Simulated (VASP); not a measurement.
Write the native input for VASP 6.6.1 that does the following.

```yaml
Task: single point
Functional: PBE
Potentials_or_basis: VASP PAW PBE potentials, release 64 (Hf_pv, Te, Mo_sv)
Cutoff: 500 eV
k_mesh: 3 × 3 × 3
Occupations: gaussian, width 0.2 eV
Spin: no spin polarisation
Dipole_correction: no
Further_INCAR_settings: ALGO = Normal; EDIFF = 1e-06; NBANDS = 40
```

The structure of HfTe6Mo lies in POSCAR:

```
HfTe6Mo
1.0
    0.0000000000      5.4729005934      5.4729005934
    5.4729005934      0.0000000000      5.4729005934
    5.4729005934      5.4729005934      0.0000000000
Hf Te Mo
1 6 1
Direct
    0.0000000000      0.0000000000      0.0000000000
    0.7457791507      0.2542208493      0.2542208493
    0.2542208493      0.7457791507      0.7457791507
    0.2542208493      0.7457791507      0.2542208493
    0.7457791507      0.2542208493      0.7457791507
    0.2542208493      0.2542208493      0.7457791507
    0.7457791507      0.7457791507      0.2542208493
    0.5000000000      0.5000000000      0.5000000000
```

The cell was generated, and may not be a known phase.

These files were run (other wordings do the same):

INCAR

```
PREC = Accurate
ENCUT = 500
EDIFF = 1E-6
ISMEAR = 0
SIGMA = 0.2
LREAL = False
LASPH = True
NELM = 120
ALGO = Normal
ISIF = 2
LWAVE = False
LCHARG = True
GGA = PE
LELF = True
LVHAR = True
NBANDS = 40
GGA_COMPAT = False
```

KPOINTS

```
Automatic mesh
0
Gamma
  3 3 3
```

Potentials or basis: VASP PAW PBE potentials, release 64 (Hf_pv, Te, Mo_sv).

The run is started by

```bash
$ cat potpaw_PBE.64/Hf_pv/POTCAR potpaw_PBE.64/Te/POTCAR potpaw_PBE.64/Mo_sv/POTCAR > POTCAR
$ mpirun -np 1 vasp_std > vasp.out
```

Results of the run:

```yaml
Pressure: -0.2 GPa
Largest_force: 0.017 eV/Å
Band_gap_on_the_k_mesh: zero (bands 30 and 31 overlap by 0.29 eV)
```

Caveat: spin-orbit coupling is left out, which moves the levels of the heavy elements.

Wall time 3.8 min on 1 thread of Intel Xeon 8259CL, on a shared host, peak memory 0.45 GiB.
